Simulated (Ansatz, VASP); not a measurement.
**Bi3F: VASP beside Ansatz**

```xyz
4
Lattice="-3.1245 3.1245 3.1245 3.1245 -3.1245 3.1245 3.1245 3.1245 -3.1245" Properties=species:S:1:pos:R:3 pbc="T T T"
Bi    3.1245    0.0000    0.0000
Bi    0.0000    3.1245    0.0000
Bi    0.0000    0.0000    3.1245
F     0.0000    0.0000    0.0000
```

Alike in both runs: task relaxation of cell and atoms; functional PBE; k mesh 10 × 10 × 10; occupations gaussian, width 0.1 eV; no spin polarisation.

```csv
,VASP,Ansatz
version,VASP 6.6.1,Ansatz 0.2.0
potentials or method,"VASP PAW PBE potentials, release 64 (Bi_d, F), cutoff 600 eV","scalar-relativistic, plane waves, PAW"
valence electrons in the cell,52,52
```

|  | VASP | Ansatz | Ansatz less VASP |
| --- | --- | --- | --- |
| gap on the k mesh at the Fermi level, each at its own relaxed structure (eV) | none | none | - |
| relaxed volume (Å³/atom) | 30.36 | 30.42 | +0.064 |
| relaxed cell length with the largest relative difference (Å) | 5.403 | 5.407 | +0.0038 |

A gap of «none» marks a metal or a gap that the smearing closes.

Spin-orbit coupling is off throughout.
